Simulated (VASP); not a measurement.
# Mg in VASP: a series of runs

Aim: see how the results for Mg move with the level of theory and the settings. Levels: r2SCAN+D4, r2SCAN+rVV10. Tasks: single point, relaxation of cell and atoms.

Everything below comes from runs of VASP 6.6.1. Logs are shortened: lines on timing, memory, paths and dates and some standing lists are left out, and cuts for length are marked.

### Step 1. The cell of the first run

It takes space group P6_3/mmc (No. 194, hexagonal). Conventional cell: a = 3.272 Å, b = 3.272 Å, c = 5.312 Å, α = 90.00°, β = 90.00°, γ = 120.00°. Within 4.3 Å of Mg (site symmetry -6m2) lie 12 Mg at 3.26 to 3.27 Å.

### Step 2. Single point, r2SCAN+D4

POSCAR reads:

```
Mg
1.0
    3.2722434310      0.0000000000      0.0000000000
   -1.6361217155      2.8338459386      0.0000000000
    0.0000000000      0.0000000000      5.3124886887
Mg
2
Direct
    0.6666666667      0.3333333333      0.7500000000
    0.3333333333      0.6666666667      0.2500000000
```

INCAR.step1 reads:

```
SYSTEM = Mg
ALGO = Normal
EDIFF = 1E-5
ENCUT = 920
GGA = PE
GGA_COMPAT = .False.
ISMEAR = -1
LASPH = .True.
LCHARG = .False.
LREAL = .False.
LWAVE = .True.
NBANDS = 17
NELM = 120
PREC = Accurate
SIGMA = 0.05
```

INCAR.step2 reads:

```
SYSTEM = Mg
ALGO = Normal
EDIFF = 1E-6
ENCUT = 920
GGA_COMPAT = .False.
ISIF = 2
ISMEAR = -1
ISTART = 1
IVDW = 13
LASPH = .True.
LCHARG = .True.
LELF = .True.
LMIXTAU = .True.
LREAL = .False.
LVHAR = .True.
LWAVE = .False.
METAGGA = R2SCAN
NBANDS = 17
NELM = 120
PREC = Accurate
SIGMA = 0.05
VDW_A1 = 0.51559235
VDW_A2 = 5.77342911
VDW_S6 = 1.0
VDW_S8 = 0.6018749
```

KPOINTS reads:

```
k-points
0
Gamma
  10 10 5
  0 0 0
```

Potentials or basis: VASP PAW PBE potentials, release 64 (Mg_sv).

The run is started by

```
> cat potpaw_PBE.64/Mg_sv/POTCAR > POTCAR
> cp INCAR.step1 INCAR
> mpirun -np 1 vasp_std > vasp.out
> cp INCAR.step2 INCAR
> mpirun -np 1 vasp_std > vasp.out
```

OUTCAR:

```text
SYSTEM = Mg
   EDIFF = 1E-6
   ENCUT = 920
   ISIF = 2
   ISMEAR = -1
   ISTART = 1
   IVDW = 13
   LASPH = .True.
   LREAL = .False.
   METAGGA = R2SCAN
   NELM = 120
   PREC = Accurate

 ion  position               nearest neighbor table
   1  0.667  0.333  0.750-
   2  0.333  0.667  0.250-

  LATTYP: Found a hexagonal cell.
 ALAT       =     3.2722434310
 C/A-ratio  =     1.6235004518

  Lattice vectors:

 A1 = (   3.2722434310,   0.0000000000,   0.0000000000)
 A2 = (  -1.6361217155,   2.8338459386,   0.0000000000)
 A3 = (   0.0000000000,   0.0000000000,   5.3124886887)

Analysis of symmetry for initial positions (statically):
=====================================================================
 Subroutine PRICEL returns:
 Original cell was already a primitive cell.

 Routine SETGRP: Setting up the symmetry group for a
 hexagonal supercell.

 Subroutine GETGRP returns: Found 24 space group operations
 (whereof 12 operations were pure point group operations)
 out of a pool of 24 trial point group operations.

The static configuration has the point symmetry D_3d.
 The point group associated with its full space group is D_6h.

Analysis of symmetry for dynamics (positions and initial velocities):
=====================================================================
 Subroutine PRICEL returns:
 Original cell was already a primitive cell.

 Routine SETGRP: Setting up the symmetry group for a
 hexagonal supercell.

 Subroutine GETGRP returns: Found 24 space group operations
 (whereof 12 operations were pure point group operations)
 out of a pool of 24 trial point group operations.

The dynamic configuration has the point symmetry D_3d.
 The point group associated with its full space group is D_6h.

 Subroutine INISYM returns: Found 24 space group operations
 (whereof 12 operations are pure point group operations),
 and found     1 'primitive' translations

----------------------------------------------------------------------------------------

                                     Primitive cell

  volume of cell :      49.2629

  direct lattice vectors                    reciprocal lattice vectors
     3.272243431  0.000000000  0.000000000     0.305600736  0.176438667  0.000000000
    -1.636121716  2.833845939  0.000000000     0.000000000  0.352877334  0.000000000
     0.000000000  0.000000000  5.312488689     0.000000000  0.000000000  0.188235695

  length of vectors
     3.272243431  3.272243431  5.312488689     0.352877334  0.352877334  0.188235695

  position of ions in fractional coordinates (direct lattice)
     0.666666667  0.333333333  0.750000000
     0.333333333  0.666666667  0.250000000

  ion indices of the primitive-cell ions
   primitive index   ion index
                 1           1
                 2           2

----------------------------------------------------------------------------------------

 KPOINTS: k-points

Automatic generation of k-mesh.
 Grid dimensions read from file:
 generate k-points for:   10   10    5

 Generating k-lattice:

  Cartesian coordinates                     Fractional coordinates (reciprocal lattice)
     0.030560074  0.017643867  0.000000000     0.100000000  0.000000000  0.000000000
     0.000000000  0.035287733  0.000000000     0.000000000  0.100000000  0.000000000
     0.000000000  0.000000000  0.037647139     0.000000000  0.000000000  0.200000000

  Length of vectors
     0.035287733  0.035287733  0.037647139

  Shift w.r.t. Gamma in fractional coordinates (k-lattice)
     0.000000000  0.000000000  0.000000000

 Subroutine IBZKPT returns following result:
 ===========================================

 Found     42 irreducible k-points:

 Following reciprocal coordinates:
            Coordinates               Weight
  0.000000  0.000000  0.000000      1.000000
  0.100000 -0.000000  0.000000      6.000000
  0.200000 -0.000000  0.000000      6.000000
  0.300000 -0.000000  0.000000      6.000000
  0.400000 -0.000000  0.000000      6.000000
  0.500000  0.000000  0.000000      3.000000
[... 16 lines left out ...]
  0.300000  0.100000  0.200000     24.000000
  0.400000  0.100000  0.200000     24.000000
 [... further k-points ...]
   k-points           NKPTS =     42   k-points in BZ     NKDIM =     42   number of bands    NBANDS=     17
   number of dos      NEDOS =    301   number of ions     NIONS =      2
   total plane-waves  NPLWV =  55296
   dimension x,y,z NGX =    32 NGY =   32 NGZ =   54
   dimension x,y,z NGXF=    64 NGYF=   64 NGZF=  108
   ions per type =               2
   NGX,Y,Z   is equivalent  to a cutoff of  16.26, 16.26, 16.90 a.u.
   NGXF,Y,Z  is equivalent  to a cutoff of  32.52, 32.52, 33.80 a.u.
 SYSTEM =  Mg
   PREC   = accura    normal or accurate (medium, high low for compatibility)
   ISTART =      1    job   : 0-new  1-cont  2-samecut
   ICHARG =      0    charge: 1-file 2-atom 10-const
   ISPIN  =      1    spin polarized calculation?
[... 50 lines left out ...]
 fundamental gap:      0.0343014874
 Fermi energy:         2.1361016321

 k-point     1 :       0.0000    0.0000    0.0000
  band No.  band energies     occupation
      1     -77.0609      2.00000
      2     -77.0590      2.00000
      3     -42.1784      2.00000
      4     -42.1571      2.00000
      5     -42.1571      2.00000
      6     -42.1532      2.00000
[... 9 lines left out ...]
     16      14.2860      0.00000
     17      15.9313      0.00000

 k-point     2 :       0.1000   -0.0000    0.0000
  band No.  band energies     occupation
      1     -77.0609      2.00000
      2     -77.0589      2.00000
      3     -42.1776      2.00000
      4     -42.1589      2.00000
      5     -42.1577      2.00000
      6     -42.1550      2.00000
[... 9 lines left out ...]
     16      15.2053      0.00000
     17      15.3292      0.00000

 k-point     3 :       0.2000   -0.0000    0.0000
  band No.  band energies     occupation
      1     -77.0605      2.00000
      2     -77.0588      2.00000
      3     -42.1753      2.00000
      4     -42.1635      2.00000
      5     -42.1598      2.00000
      6     -42.1591      2.00000
[... 9 lines left out ...]
     16      13.5490      0.00000
     17      15.4031      0.00000

 k-point     4 :       0.3000   -0.0000    0.0000
  band No.  band energies     occupation
      1     -77.0599      2.00000
      2     -77.0585      2.00000
      3     -42.1722      2.00000
      4     -42.1694      2.00000
      5     -42.1657      2.00000
      6     -42.1610      2.00000
[... 9 lines left out ...]
     16      11.8818      0.00000
     17      14.4544      0.00000

 k-point     5 :       0.4000   -0.0000    0.0000
  band No.  band energies     occupation
      1     -77.0594      2.00000
      2     -77.0584      2.00000
      3     -42.1742      2.00000
      4     -42.1704      2.00000
      5     -42.1689      2.00000
      6     -42.1624      2.00000
[... 9 lines left out ...]
     16      10.9736      0.00000
     17      13.8767      0.00000

 k-point     6 :       0.5000    0.0000    0.0000
  band No.  band energies     occupation
      1     -77.0590      2.00000
      2     -77.0584      2.00000
      3     -42.1760      2.00000
      4     -42.1722      2.00000
      5     -42.1673      2.00000
      6     -42.1629      2.00000
[... 9 lines left out ...]
     16      10.6955      0.00000
     17      13.6832      0.00000
[... 281 lines left out ...]
 k-point    21 :       0.1000    0.1000    0.2000
  band No.  band energies     occupation
      1     -77.0604      2.00000
      2     -77.0590      2.00000
      3     -42.1743      2.00000
      4     -42.1610      2.00000
      5     -42.1602      2.00000
      6     -42.1580      2.00000
[... 9 lines left out ...]
     16      13.1709      0.00000
     17      14.9588      0.00000

 k-point    22 :       0.2000    0.1000    0.2000
  band No.  band energies     occupation
      1     -77.0599      2.00000
      2     -77.0587      2.00000
      3     -42.1730      2.00000
      4     -42.1656      2.00000
      5     -42.1645      2.00000
      6     -42.1600      2.00000
[... 9 lines left out ...]
     16      13.2843      0.00000
     17      13.5721      0.00000

 k-point    23 :       0.3000    0.1000    0.2000
  band No.  band energies     occupation
      1     -77.0594      2.00000
      2     -77.0585      2.00000
      3     -42.1739      2.00000
      4     -42.1702      2.00000
      5     -42.1661      2.00000
      6     -42.1620      2.00000
[... 9 lines left out ...]
     16      11.3382      0.00000
     17      13.2957      0.00000

 k-point    24 :       0.4000    0.1000    0.2000
  band No.  band energies     occupation
      1     -77.0590      2.00000
      2     -77.0585      2.00000
      3     -42.1762      2.00000
      4     -42.1729      2.00000
      5     -42.1654      2.00000
      6     -42.1627      2.00000
[... 9 lines left out ...]
     16      10.4072      0.00000
     17      12.9831      0.00000

 [... further k-points ...]

------------------------ aborting loop because EDIFF is reached ----------------------------------------

  DFT-D4 for vdW energy calculation

  Edisp (eV):   -0.10695

  FORCE on cell =-STRESS in cart. coord.  units (eV):
  Direction    XX          YY          ZZ          XY          YZ          ZX
  --------------------------------------------------------------------------------------
  -------------------------------------------------------------------------------------
  Total      -1.08433    -1.08433    -0.80309     0.00000    -0.00000     0.00000
  in kB     -35.26570   -35.26570   -26.11878     0.00000    -0.00000     0.00000
  external pressure =      -32.22 kB  Pullay stress =        0.00 kB

 VOLUME and BASIS-vectors are now :
 -----------------------------------------------------------------------------
  energy-cutoff  :      920.00
  volume of cell :       49.26
      direct lattice vectors                 reciprocal lattice vectors
     3.272243431  0.000000000  0.000000000     0.305600736  0.176438667  0.000000000
    -1.636121716  2.833845939  0.000000000     0.000000000  0.352877334  0.000000000
     0.000000000  0.000000000  5.312488689     0.000000000  0.000000000  0.188235695

 POSITION                                       TOTAL-FORCE (eV/Angst)
 -----------------------------------------------------------------------------------
      1.63612      0.94462      3.98437         0.000000     -0.000000     -0.000000
     -0.00000      1.88923      1.32812        -0.000000      0.000000      0.000000
 -----------------------------------------------------------------------------------
    total drift:                               -0.000000      0.000000      0.000000

  FREE ENERGIE OF THE ION-ELECTRON SYSTEM (eV)
  ---------------------------------------------------
  free  energy   TOTEN  =        -8.4188025175 eV

  energy  without entropy=       -8.4081705848  energy(sigma->0) =       -8.41348655
```

It took 3.2 min on 1 thread of Intel Xeon Platinum 8375C at 2.90GHz (Ice Lake), shared host; peak memory 0.26 GiB.

What came out:

| Property | Result |
| --- | --- |
| Free energy | -8.4188 eV |
| Pressure | -3.2 GPa |
| Band gap on the k mesh | zero (bands 10 and 11 overlap by 1.83 eV) |
| Dispersion energy per atom | -0.053 eV |

Levels at points of the mesh, in eV from the Fermi level:
```
           k point  band 8  band 9  band 10  band 11  band 12  band 13
(0.00, 0.00, 0.00)  -44.29   -7.12    -1.82    -1.23    11.25    11.25
(0.50, 0.00, 0.00)  -44.29   -2.28    -2.17     2.68     3.04     3.34
```

Caveat: the cell stands under tension; the PAW data sets were made with another functional, which shifts forces and pressure a little.

### Step 3. Single point, r2SCAN+rVV10

This run uses another cell than the first one, of 22.62 Å³/atom.

POSCAR reads:

```
Mg
1.0
    3.1602385176     -0.0214280520     -0.0002684962
   -1.5986438091      2.7258717899     -0.0001313038
   -0.0005679735     -0.0003567089      5.2715425990
Mg
2
Direct
    0.6660477734      0.3339545034      0.7499886988
    0.3339522266      0.6660454966      0.2500113012
```

INCAR.step1 reads:

```
SYSTEM = Mg
ALGO = Normal
EDIFF = 1E-4
ENCUT = 520
GGA = PE
ISMEAR = -1
LASPH = .TRUE.
LCHARG = .FALSE.
LREAL = .FALSE.
LWAVE = .TRUE.
NBANDS = 9
NELM = 60
PREC = Accurate
SIGMA = 0.01
```

INCAR.step2 reads:

```
SYSTEM = Mg
ALGO = Normal
BPARAM = 11.95
CPARAM = 0.0093
EDIFF = 1E-6
ENCUT = 520
ISIF = 2
ISMEAR = -1
ISTART = 1
IVDW_NL = 2
LASPH = .TRUE.
LCHARG = .FALSE.
LMIXTAU = .TRUE.
LREAL = .FALSE.
LUSE_VDW = .TRUE.
LWAVE = .FALSE.
METAGGA = R2SCAN
NBANDS = 9
NELM = 60
PREC = Accurate
SIGMA = 0.01
```

KPOINTS reads:

```
k-points
0
G
  7 7 4
  0 0 0
```

Potentials or basis: VASP PAW PBE potentials, release 64 (Mg).

The run is started by

```
> cat potpaw_PBE.64/Mg/POTCAR > POTCAR
> cp INCAR.step1 INCAR
> mpirun -np 1 vasp_std > vasp.out
> cp INCAR.step2 INCAR
> mpirun -np 1 vasp_std > vasp.out
```

It took 50 s on 1 thread of Intel Xeon 6975P-C (Granite Rapids), shared host; peak memory 0.29 GiB.

The run converged. Its results:

```
Free energy            : -8.0755 eV
Pressure               : -0.2 GPa
Band gap on the k mesh : zero (bands 2 and 3 overlap by 2.29 eV)
```

Levels at points of the mesh, in eV from the Fermi level:
| k point | band 1 | band 2 | band 3 | band 4 | band 5 |
| --- | --- | --- | --- | --- | --- |
| (0.00, 0.00, 0.00) | -7.52 | -2.17 | -1.56 | 11.88 | 12.13 |
| (0.00, 0.00, 0.50) | -6.09 | -6.08 | 4.88 | 4.88 | 12.63 |

Caveat: the PAW data sets were made with another functional, which shifts forces and pressure a little.

### Step 4. Relaxation of cell and atoms, r2SCAN+rVV10

This run uses another cell than the first one, of 23.24 Å³/atom.

POSCAR reads:

```
Mg
1.0
    3.1887120000     -0.0179460000      0.0035270000
   -1.6098980000      2.7474860000     -0.0047890000
    0.0057260000     -0.0056710000      5.3222950000
Mg
2
Direct
    0.6666666667      0.3333333333      0.7500000000
    0.3333333333      0.6666666667      0.2500000000
```

INCAR.step1 reads:

```
SYSTEM = Mg
ALGO     = Normal         ! electronic algorithm
EDIFF    = 1E-4           ! SCF threshold, eV
ENCUT    = 600            ! plane-wave cutoff, eV
GGA      = PE             ! functional
ISMEAR   = -1             ! smearing method
LASPH    = .TRUE.         ! aspherical terms in the spheres
LCHARG   = .FALSE.        ! write CHGCAR
LREAL    = .FALSE.        ! projectors in reciprocal space
LWAVE    = .TRUE.         ! write WAVECAR
NELM     = 60             ! most SCF steps
PREC     = Accurate       ! precision mode
SIGMA    = 0.01           ! smearing width, eV
```

INCAR.step2 reads:

```
SYSTEM = Mg
ALGO     = Normal         ! electronic algorithm
BPARAM   = 11.95        
CPARAM   = 0.0093       
EDIFF    = 1E-6           ! SCF threshold, eV
EDIFFG   = -0.01          ! ionic threshold
ENCUT    = 600            ! plane-wave cutoff, eV
IBRION   = 2              ! ionic algorithm
ISIF     = 3              ! what is computed and relaxed
ISMEAR   = -1             ! smearing method
ISTART   = 1            
IVDW_NL  = 2            
LASPH    = .TRUE.         ! aspherical terms in the spheres
LCHARG   = .FALSE.        ! write CHGCAR
LMIXTAU  = .TRUE.       
LREAL    = .FALSE.        ! projectors in reciprocal space
LUSE_VDW = .TRUE.       
LWAVE    = .FALSE.        ! write WAVECAR
METAGGA  = R2SCAN         ! meta-GGA
NELM     = 60             ! most SCF steps
NSW      = 60             ! ionic steps
PREC     = Accurate       ! precision mode
SIGMA    = 0.01           ! smearing width, eV
```

KPOINTS is that of step 3.

The run is started by

```
> cat potpaw_PBE.64/Mg/POTCAR > POTCAR
> cp INCAR.step1 INCAR
> mpirun -np 1 vasp_std > vasp.out
> cp INCAR.step2 INCAR
> mpirun -np 1 vasp_std > vasp.out
```

Wall time 2.8 min (1 thread of Intel Xeon 6975P-C (Granite Rapids), shared host); peak memory 0.36 GiB.

Results (log left out):

| Property | Result |
| --- | --- |
| Free energy | -8.0759 eV |
| Relaxed volume | 22.51 Å³/atom |
| Relaxed cell | a = 3.154 Å, b = 3.152 Å, c = 5.270 Å, α = 90.10°, β = 89.94°, γ = 120.75° |
| Space group after relaxing (to 0.1 Å) | P6_3/mmc (No. 194) |
| Energy gained by relaxing | 2.9 meV/atom |
| Ionic steps | 3 |
| Pressure after relaxing | 0.0 GPa |
| Largest force after relaxing | 0.004 eV/Å |
| Band gap on the k mesh | zero (bands 2 and 3 overlap by 2.31 eV) |

Forces on the atoms (eV/Å):
```
Mg  -0.003  0.002  0.001
Mg   0.003 -0.002 -0.001
```

Step by step:
```tsv
step	energy change (eV)	largest force (eV/Å)	pressure (GPa)	volume (Å³)
1	0.0000	0.0027	-1.21	46.47
2	-0.0055	0.0036	-0.26	45.30
3	-0.0058	0.0041	-0.01	45.02
```

Final structure:
```yaml
crystal:
  lattice:
    - [3.15358, -0.02033, 0.00161]
    - [-1.59437, 2.71923, -0.00284]
    - [0.00253, -0.00377, 5.27046]
  atoms:
    - { symbol: Mg, position: [0.66666, 0.33338, 0.75001] }
    - { symbol: Mg, position: [0.33334, 0.66662, 0.24999] }
```

Levels at points of the mesh, in eV from the Fermi level:
```csv
k point,band 1,band 2,band 3,band 4,band 5,band 6
"(0.00, 0.00, 0.00)",-7.54,-2.18,-1.57,11.94,12.18,12.33
"(0.00, 0.00, 0.50)",-6.10,-6.10,4.86,4.86,12.68,12.69
```

Caveat: the PAW data sets were made with another functional, which shifts forces and pressure a little.

### Step 5. The runs side by side

```tsv
task	level	potentials or basis	cell	k mesh	cutoff (eV)	smearing	gap on the mesh (eV)	pressure (GPa)
single point	r2SCAN+D4	VASP PAW PBE potentials, release 64 (Mg_sv)	a = 3.272, b = 3.272, c = 5.312 Å, angles 90.0, 90.0, 120.0°, 2 atoms, atomic positions A	10 × 10 × 5	920	fermi-dirac 0.05 eV	none	-3.2
single point	r2SCAN+rVV10	VASP PAW PBE potentials, release 64 (Mg)	a = 3.160, b = 3.160, c = 5.272 Å, angles 90.0, 90.0, 120.8°, 2 atoms, atomic positions B	7 × 7 × 4	520	fermi-dirac 0.01 eV	none	-0.2
relaxation of cell and atoms	r2SCAN+rVV10	VASP PAW PBE potentials, release 64 (Mg)	relaxed from a = 3.189, b = 3.184, c = 5.322 Å, angles 90.2, 89.9, 120.7°, 2 atoms, atomic positions A	7 × 7 × 4	600	fermi-dirac 0.01 eV	none	0.0
```

Alike in all rows: no spin polarisation.

Caveats: the PAW data sets were made with another functional, which shifts forces and pressure a little; the cell stands under tension (at least some runs).

Total energies depend on the potentials used, so only differences within one code and one set of settings carry meaning.

The gap in the log of VASP goes by the Fermi energy; the results here count the filled bands.